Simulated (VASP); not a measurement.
In:

```
CELL_PARAMETERS angstrom
0.00000 2.35565 2.35565
2.35565 0.00000 2.35565
2.35565 2.35565 0.00000
ATOMIC_POSITIONS crystal
In 0.00000 0.00000 0.00000
```

This isn't the form of In at room conditions, which is tetragonal.

```yaml
Program: VASP 6.6.1
Task: relaxation of cell and atoms
Functional: PBE
Potentials_or_basis: VASP PAW PBE potentials, release 64 (In_d)
Cutoff: 600 eV
k_mesh: 12 × 12 × 12
Occupations: fermi-dirac, width 0.1 eV
Spin: no spin polarisation
```

At the start: pressure 2.0 GPa; volume 26.14 Å³/atom.

Problem. How do energy, volume and symmetry change on relaxing?

Solution. Over 3 steps the energy falls by 7.8 meV/atom and the volume is 27.46 Å³/atom (+5.0 %); space group Fm-3m (No. 225, to 0.1 Å) before and after.

The path:
| step | energy change (eV) | largest force (eV/Å) | pressure (GPa) | volume (Å³) |
| --- | --- | --- | --- | --- |
| 1 | 0.0000 | 0.0000 | 1.98 | 26.14 |
| 2 | -0.0078 | 0.0000 | 0.09 | 27.39 |
| 3 | -0.0078 | 0.0000 | 0.01 | 27.46 |

Final structure:
```
In
1.0
     0.00000    2.39444    2.39444
     2.39444    0.00000    2.39444
     2.39444    2.39444    0.00000
In
1
Direct
  0.00000 0.00000 0.00000
```
